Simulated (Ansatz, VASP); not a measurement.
Two plane-wave programs on GaSn

```
CELL_PARAMETERS angstrom
0.00000 2.90275 2.90275
2.90275 0.00000 2.90275
2.90275 2.90275 0.00000
ATOMIC_POSITIONS crystal
Ga 0.50000 0.50000 0.50000
Sn 0.00000 0.00000 0.00000
```

Change from the starting cell: species swapped into the YS type (Fm-3m, No. 225).

Alike in both runs: functional PBE; k mesh 6 × 6 × 6; occupations gaussian, width 0.1 eV; no spin polarisation.

Ansatz relaxed the structure, and its values are those at the end. VASP's run is a single point on that final structure, the one shown.

```csv
,VASP,Ansatz
version,VASP 6.6.1,Ansatz 0.2.0
potentials or method,"VASP PAW PBE potentials, release 64 (Ga_d, Sn_d), cutoff 520 eV","scalar-relativistic, plane waves, PAW"
valence electrons in the cell,27,27
```

|  | VASP | Ansatz | Ansatz less VASP |
| --- | --- | --- | --- |
| gap on the k mesh at the Fermi level (eV) | none | none | - |
| pressure (GPa) | 0.1 | 0.1 | -0.01 |

A gap of «none» marks a metal or a gap that the smearing closes. The functional is the same, so the differences come from potentials, cutoffs and numerics.
